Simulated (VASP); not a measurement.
A run of VASP 6.6.1:

File INCAR:

```
SYSTEM = Rb
ALGO     = Fast           ! electronic algorithm
EDIFF    = 1E-7           ! SCF threshold, eV
ENCUT    = 520            ! plane-wave cutoff, eV
GGA      = PS             ! functional
ISIF     = 2              ! what is computed and relaxed
ISMEAR   = 0              ! smearing method
LASPH    = .True.         ! aspherical terms in the spheres
LCHARG   = .True.         ! write CHGCAR
LELF     = .True.         ! ELF
LREAL    = .False.        ! projectors in reciprocal space
LVHAR    = .True.       
LWAVE    = .False.        ! write WAVECAR
NBANDS   = 26             ! bands
NELM     = 100            ! most SCF steps
PREC     = Accurate       ! precision mode
SIGMA    = 0.1            ! smearing width, eV
```

File KPOINTS:

```
k-points
0
Gamma
  12 12 4
  0 0 0
```

Contents of POSCAR:

```
Rb
1.0
    4.8779427962      0.0000000000      0.0000000000
    0.0000000000      4.6845853986      0.0000000000
    0.0000000000      0.0000000000     15.4410685113
Rb
4
Direct
    0.2500125579      0.2500000000      0.8815607574
    0.2499874421      0.7500000000      0.3815607574
    0.7500125579      0.2500000000      0.6184392426
    0.7499874421      0.7500000000      0.1184392426
```

Potentials or basis: VASP PAW PBE potentials, release 64 (Rb_sv).

Command:

```console
$ cat potpaw_PBE.64/Rb_sv/POTCAR > POTCAR
$ mpirun -np 1 vasp_std > vasp.out
```

Hardware: 1 thread of Intel(R) Xeon(R) 6975P-C (Granite Rapids) (shared host).

**Question.** How long does it take, and how much memory?

**Answer.** Run time: 17 min on 1 thread of Intel(R) Xeon(R) 6975P-C (Granite Rapids), on a shared host, peak memory 1.1 GiB. Counts: scf iterations 18, k points 147.
